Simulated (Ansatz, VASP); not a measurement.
**One calculation of HfO2, two programs**

```
CELL_PARAMETERS angstrom
4.83078 0.00000 0.00000
0.00000 4.83078 0.00000
0.00000 0.00000 3.21018
ATOMIC_POSITIONS crystal
Hf 0.00000 0.00000 0.00000
Hf 0.50000 0.50000 0.50000
O 0.19498 0.80502 0.45982
O 0.30502 0.30502 0.00000
O 0.69498 0.69498 0.00000
O 0.80502 0.19498 0.54018
```

Change from the starting cell: mode 16 frozen in at -0.129 Å, equal normal strain along x, y and z +0.0000.

Alike in both runs: task single point; functional PBEsol; k mesh 6 × 6 × 8; occupations gaussian, width 0.05 eV; no spin polarisation.

```csv
,VASP,Ansatz
version,VASP 6.6.1,Ansatz 0.2.0
potentials or method,"VASP PAW PBE potentials, release 64 (Hf_pv, O), cutoff 520 eV","scalar-relativistic, plane waves, PAW"
valence electrons in the cell,44,76
```

|  | VASP | Ansatz | Ansatz less VASP |
| --- | --- | --- | --- |
| gap on the k mesh at the Fermi level (eV) | 3.87 | 3.92 | +0.056 |
| least direct gap on the mesh (eV) | 3.87 | 3.92 | +0.056 |
| pressure (GPa) | -1.1 | 1.6 | +2.73 |
| traceless stress, the component that is largest in VASP (GPa) | 4.59 | 4.75 | +0.153 |
| rms of the force components (eV/Å) | 0.610 | 0.618 | +0.0076 |

VASP's potentials were made for PBE, not for PBEsol, and Ansatz warns of the same on its side. Atom by atom the forces differ by 0.022 eV/Å (rms over components). With one functional, cell and mesh, what is left measures potentials, basis and numerics. VASP's potentials hold 44 valence electrons a cell and Ansatz's 76, so a difference there can come from the potentials and not from the codes.

Spin-orbit coupling is off throughout.
